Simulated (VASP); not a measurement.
Input of a VASP 6.6.1 run:

Contents of INCAR:

```
SYSTEM = NaCdIn
ALGO = Fast ; EDIFF = 1E-6
ENCUT = 520 ; GGA = PE
ISIF = 2 ; ISMEAR = 0
LASPH = .TRUE. ; LCHARG = .FALSE.
LREAL = .FALSE. ; LWAVE = .FALSE.
NBANDS = 23 ; NELM = 100
PREC = Accurate ; SIGMA = 0.1
```

File KPOINTS:

```
k-points
0
G
  12 12 14
  0 0 0
```

POSCAR

```
NaCdIn
1.0
    5.1020954422      0.0000000028      0.0000000000
   -2.5510477235      4.4185442641      0.0000000000
    0.0000000000      0.0000000000      3.3504490031
Na Cd In
1 1 1
Direct
    0.0000000000      0.0000000000      0.0000000000
    0.6666666667      0.3333333333      0.5000000000
    0.3333333333      0.6666666667      0.5000000000
```

Potentials or basis: VASP PAW PBE potentials, release 64 (Na_pv, Cd, In_d).

Command:

```console
$ cat potpaw_PBE.64/Na_pv/POTCAR potpaw_PBE.64/Cd/POTCAR potpaw_PBE.64/In_d/POTCAR > POTCAR
$ mpirun -np 1 vasp_std > vasp.out
```

Q: What does it give for the pressure?

A: 0.9 GPa.

Q: What does it give for the band gap on the k mesh?

A: Zero (bands 16 and 17 overlap by 3.05 eV).

Caveat: spin-orbit coupling is left out, which moves the levels of the heavy elements.
